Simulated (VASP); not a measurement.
Input of a VASP 6.6.1 run:

The input POSCAR:

```
Be
1.0
    2.1701297568      0.0000000000      0.0000000000
   -1.0850648784      1.8793874989      0.0000000000
    0.0000000000      0.0000000000      3.4126972284
Be
2
Direct
    0.3333333333      0.6666666667      0.2500000000
    0.6666666667      0.3333333333      0.7500000000
```

Contents of INCAR.step1:

```
SYSTEM = Be
PREC = Accurate ; ENCUT = 520
ISMEAR = -1 ; SIGMA = 0.1
LREAL = .False. ; LASPH = .True.
NELM = 100 ; NBANDS = 9
GGA = PE ; ALGO = Normal
EDIFF = 1E-4 ; LWAVE = .True.
LCHARG = .False.
```

INCAR.step2

```
SYSTEM = Be
PREC = Accurate ; ENCUT = 520
EDIFF = 1E-6 ; ISMEAR = -1
SIGMA = 0.1 ; LREAL = .False.
LASPH = .True. ; NELM = 100
ALGO = Normal ; ISIF = 2
LWAVE = .False. ; LCHARG = .False.
METAGGA = R2SCAN ; LMIXTAU = .True.
NBANDS = 9 ; ISTART = 1
```

File KPOINTS:

```
Automatic mesh
0
Gamma
  26 26 15
  0 0 0
```

Potentials or basis: VASP PAW PBE potentials, release 64 (Be).

The run is started by

```bash
$ cat potpaw_PBE.64/Be/POTCAR > POTCAR
$ cp INCAR.step1 INCAR
$ mpirun -np 1 vasp_std > vasp.out
$ cp INCAR.step2 INCAR
$ mpirun -np 1 vasp_std > vasp.out
```

(1) Estimate the pressure.

(2) What does it give for the band gap on the k mesh?

## Answers

(1) 19.9 GPa.

(2) zero (bands 2 and 3 overlap by 1.97 eV).

Caveat: the cell stands under pressure; the PAW data sets were made with another functional, which shifts forces and pressure a little.
